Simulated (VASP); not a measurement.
# Al in VASP: further runs, part 2 of 2

VASP 6.6.1. The steps go on from the part before.

## (4) Electric field gradients, LDA (volume scaled by 1.06)

INCAR

```
ALGO = Normal
EDIFF = 1E-8
ENCUT = 520
ISIF = 2
ISMEAR = -1
LASPH = T
LCHARG = F
LEFG = T
LREAL = F
LWAVE = F
NBANDS = 8
NELM = 60
PREC = Accurate
SIGMA = 0.03
```

KPOINTS

```
k-points
0
Gamma
  17 17 17
```

POSCAR

```
Al
1.0
    0.0000000000      2.0636759603      2.0636759603
    2.0636759603      0.0000000000      2.0636759603
    2.0636759603      2.0636759603      0.0000000000
Al
1
Direct
    0.0000000000      0.0000000000      0.0000000000
```

Potentials or basis: VASP PAW LDA potentials, release 64 (Al).

Started as:

```bash
$ cat potpaw_LDA.64/Al/POTCAR > POTCAR
$ mpirun -np 1 vasp_std > vasp.out
```

OUTCAR:

```text
EDIFF = 1E-8
   ENCUT = 520
   ISIF = 2
   ISMEAR = -1
   LASPH = T
   LREAL = F
   NELM = 60
   PREC = Accurate

 ion  position               nearest neighbor table
   1  0.000  0.000  0.000-

  LATTYP: Found a face centered cubic cell.
 ALAT       =     4.1273519206

  Lattice vectors:

 A1 = (   0.0000000000,   2.0636759603,   2.0636759603)
 A2 = (   2.0636759603,   0.0000000000,   2.0636759603)
 A3 = (   2.0636759603,   2.0636759603,   0.0000000000)

Analysis of symmetry for initial positions (statically):
[... 467 lines left out ...]
    total drift:                               -0.000000      0.000000      0.000000

  FREE ENERGIE OF THE ION-ELECTRON SYSTEM (eV)
  ---------------------------------------------------
  free  energy   TOTEN  =        -4.1518876373 eV

  energy  without entropy=       -4.1503215655  energy(sigma->0) =       -4.15110460

 Electric field gradients (V/A^2)
---------------------------------------------------------------------
 ion       V_xx      V_yy      V_zz      V_xy      V_xz      V_yz
---------------------------------------------------------------------
   1      -0.000     0.000    -0.000    -0.000    -0.000    -0.000
---------------------------------------------------------------------

 Electric field gradients after diagonalization (V/A^2)
 (convention: |V_zz| > |V_xx| > |V_yy|)
----------------------------------------------------------------------
 ion       V_xx      V_yy      V_zz     asymmetry (V_yy - V_xx)/ V_zz
----------------------------------------------------------------------
   1       0.000     0.000    -0.000       0.000
----------------------------------------------------------------------

           NMR quadrupolar parameters

 Cq : quadrupolar parameter    Cq=e*Q*V_zz/h
 eta: asymmetry parameters     (V_yy - V_xx)/ V_zz
 Q  : nuclear electric quadrupole moment in mb (millibarn)
----------------------------------------------------------------------
 ion       Cq(MHz)       eta       Q (mb)
----------------------------------------------------------------------
   1      -0.000       0.000       1.000
----------------------------------------------------------------------
```

OSZICAR:

```text
N       E                     dE             d eps       ncg     rms          rms(c)
DAV:   1    -0.289222098991E+01   -0.28922E+01   -0.84998E+02  2648   0.202E+02
DAV:   2    -0.417317798842E+01   -0.12810E+01   -0.12112E+01  3744   0.175E+01
DAV:   3    -0.417977700428E+01   -0.65990E-02   -0.65951E-02  3344   0.138E+00
DAV:   4    -0.417978760103E+01   -0.10597E-04   -0.10598E-04  4136   0.523E-02
DAV:   5    -0.417978760807E+01   -0.70403E-08   -0.63462E-08  3392   0.861E-04    0.125E+00
DAV:   6    -0.416276818870E+01    0.17019E-01   -0.31311E-03  3456   0.218E-01    0.707E-01
DAV:   7    -0.415191169799E+01    0.10856E-01   -0.77205E-03  3424   0.336E-01    0.146E-01
DAV:   8    -0.415188785228E+01    0.23846E-04   -0.19501E-05  3840   0.301E-02    0.144E-02
DAV:   9    -0.415188767000E+01    0.18228E-06   -0.14869E-07  3760   0.176E-03    0.939E-04
DAV:  10    -0.415188763778E+01    0.32212E-07   -0.59201E-09  3896   0.453E-04    0.206E-04
DAV:  11    -0.415188763732E+01    0.46781E-09   -0.20106E-10  2368   0.839E-05
   1 F= -.41518876E+01 E0= -.41511046E+01  d E =-.156607E-02
```

Run time: 11 s. Hardware: 1 thread of AMD EPYC 9R45 (Zen 5), shared host; peak memory 0.1 GiB.

What came out:

* Free energy: -4.1519 eV
* Pressure: -7.0 GPa

Levels at points of the mesh, in eV from the Fermi level:
| k point | band 1 | band 2 | band 3 | band 4 | band 5 |
| --- | --- | --- | --- | --- | --- |
| (0.00, 0.00, 0.00) | -10.66 | 12.24 | 12.24 | 12.24 | 13.09 |

Caveat: without QUAD_EFG the Cq values of the log hold for a quadrupole moment of 1 mb, not for the nuclei.

## (5) Electric field gradients, LDA (equal xx and yy strain of -2 %)

INCAR

```
SYSTEM = Al
  ALGO = Normal
  EDIFF = 1E-8
  ENCUT = 520
  GGA = CA
  ISIF = 2
  ISMEAR = -1
  LASPH = .True.
  LCHARG = .False.
  LEFG = .True.
  LREAL = .False.
  LWAVE = .False.
  NBANDS = 8
  NELM = 60
  PREC = Accurate
  SIGMA = 0.03
```

KPOINTS

```
k-points
0
Gamma
  17 17 17
  0 0 0
```

POSCAR

```
Al
1.0
    0.0000000000      1.9835004000      2.0239800000
    1.9835004000      0.0000000000      2.0239800000
    1.9835004000      1.9835004000      0.0000000000
Al
1
Direct
    0.0000000000      0.0000000000      0.0000000000
```

Potentials or basis: VASP PAW LDA potentials, release 64 (Al).

Started as:

```bash
$ cat potpaw_LDA.64/Al/POTCAR > POTCAR
$ mpirun -np 1 vasp_std > vasp.out
```

OUTCAR:

```text
SYSTEM = Al
   EDIFF = 1E-8
   ENCUT = 520
   GGA = CA
   ISIF = 2
   ISMEAR = -1
   LASPH = .True.
   LREAL = .False.
   NELM = 60
   PREC = Accurate

 ion  position               nearest neighbor table
   1  0.000  0.000  0.000-

  LATTYP: Found a body centered tetragonal cell.
 ALAT       =     2.8050931667
 C/A-ratio  =     1.4430750636

  Lattice vectors:

 A1 = (  -1.9835004000,   0.0000000000,   2.0239800000)
 A2 = (   1.9835004000,   0.0000000000,   2.0239800000)
 A3 = (   0.0000000000,   1.9835004000,  -2.0239800000)

Analysis of symmetry for initial positions (statically):
=====================================================================
 Subroutine PRICEL returns:
 Original cell was already a primitive cell.

 Routine SETGRP: Setting up the symmetry group for a
 body centered tetragonal supercell.

 Subroutine GETGRP returns: Found 16 space group operations
 (whereof 16 operations were pure point group operations)
 out of a pool of 16 trial point group operations.
[... 445 lines left out ...]
 -----------------------------------------------------------------------------
  energy-cutoff  :      520.00
  volume of cell :       15.93
      direct lattice vectors                 reciprocal lattice vectors
     0.000000000  1.983500400  2.023980000    -0.252079606  0.252079606  0.247038014
     1.983500400  0.000000000  2.023980000     0.252079606 -0.252079606  0.247038014
     1.983500400  1.983500400  0.000000000     0.252079606  0.252079606 -0.247038014

 POSITION                                       TOTAL-FORCE (eV/Angst)
 -----------------------------------------------------------------------------------
      0.00000      0.00000      0.00000         0.000000     -0.000000      0.000000
 -----------------------------------------------------------------------------------
    total drift:                               -0.000000     -0.000000     -0.000000

  FREE ENERGIE OF THE ION-ELECTRON SYSTEM (eV)
  ---------------------------------------------------
  free  energy   TOTEN  =        -4.1943265292 eV

  energy  without entropy=       -4.1932162011  energy(sigma->0) =       -4.19377137

 Electric field gradients (V/A^2)
---------------------------------------------------------------------
 ion       V_xx      V_yy      V_zz      V_xy      V_xz      V_yz
---------------------------------------------------------------------
   1      -0.655    -0.655     1.311     0.000     0.000     0.000
---------------------------------------------------------------------

 Electric field gradients after diagonalization (V/A^2)
 (convention: |V_zz| > |V_xx| > |V_yy|)
----------------------------------------------------------------------
 ion       V_xx      V_yy      V_zz     asymmetry (V_yy - V_xx)/ V_zz
----------------------------------------------------------------------
   1      -0.655    -0.655     1.311       0.000
----------------------------------------------------------------------

           NMR quadrupolar parameters

 Cq : quadrupolar parameter    Cq=e*Q*V_zz/h
 eta: asymmetry parameters     (V_yy - V_xx)/ V_zz
 Q  : nuclear electric quadrupole moment in mb (millibarn)
----------------------------------------------------------------------
 ion       Cq(MHz)       eta       Q (mb)
----------------------------------------------------------------------
   1       0.003       0.000       1.000
----------------------------------------------------------------------
```

OSZICAR:

```text
N       E                     dE             d eps       ncg     rms          rms(c)
DAV:   1    -0.272216997529E+01   -0.27222E+01   -0.91358E+02  6520   0.211E+02
DAV:   2    -0.421660559860E+01   -0.14944E+01   -0.14379E+01  9008   0.195E+01
DAV:   3    -0.422384322832E+01   -0.72376E-02   -0.72368E-02  8464   0.149E+00
DAV:   4    -0.422385359384E+01   -0.10366E-04   -0.10366E-04 10104   0.530E-02
DAV:   5    -0.422385361007E+01   -0.16224E-07   -0.16378E-07  8632   0.112E-03    0.143E+00
DAV:   6    -0.420596032677E+01    0.17893E-01   -0.23927E-03  8592   0.194E-01    0.802E-01
DAV:   7    -0.419435035118E+01    0.11610E-01   -0.60204E-03  8200   0.303E-01    0.167E-01
DAV:   8    -0.419432676477E+01    0.23586E-04   -0.18927E-05  9680   0.281E-02    0.146E-02
DAV:   9    -0.419432653796E+01    0.22680E-06   -0.13592E-07  9032   0.176E-03    0.760E-04
DAV:  10    -0.419432652917E+01    0.87956E-08   -0.27240E-09  9536   0.305E-04
   1 F= -.41943265E+01 E0= -.41937714E+01  d E =-.111033E-02
```

It took 27 s on 1 thread of AMD EPYC 9R45 (Zen 5), shared host; peak memory 0.12 GiB.

Results:

```yaml
Free_energy: -4.1943 eV
Pressure: -0.6 GPa
```

Stress tensor (GPa, compression positive):
```
-0.49  0.00  0.00
 0.00 -0.49  0.00
 0.00  0.00 -0.69
```

Electric field gradients, principal values (V/Å²):
```csv
atom,least,middle,greatest (by size)
1 Al,-0.655,-0.655,1.311
```

Caveat: the cell differs from its parent crystal (equal xx and yy strain of -2 %); without QUAD_EFG the Cq values of the log hold for a quadrupole moment of 1 mb, not for the nuclei.

## (6) Summary

```tsv
cell	gap on the mesh (eV)	pressure (GPa)
a = 2.881 Å, angles 60.0°, 1 atom	none	-4.9
a = 2.900 Å, angles 60.0°, 1 atom	none	-6.0
a = 2.918 Å, angles 60.0°, 1 atom	none	-7.0
a = 2.834, b = 2.834, c = 2.805 Å, angles 60.3, 60.3, 59.3°, 1 atom	none	-0.6
```

Alike in all rows: task electric field gradients; level LDA; potentials or basis VASP PAW LDA potentials, release 64 (Al); no spin polarisation; k mesh 17 × 17 × 17; cutoff (eV) 520; smearing fermi-dirac 0.03 eV.

Total energies depend on the potentials used, so only differences within one code and one set of settings carry meaning.
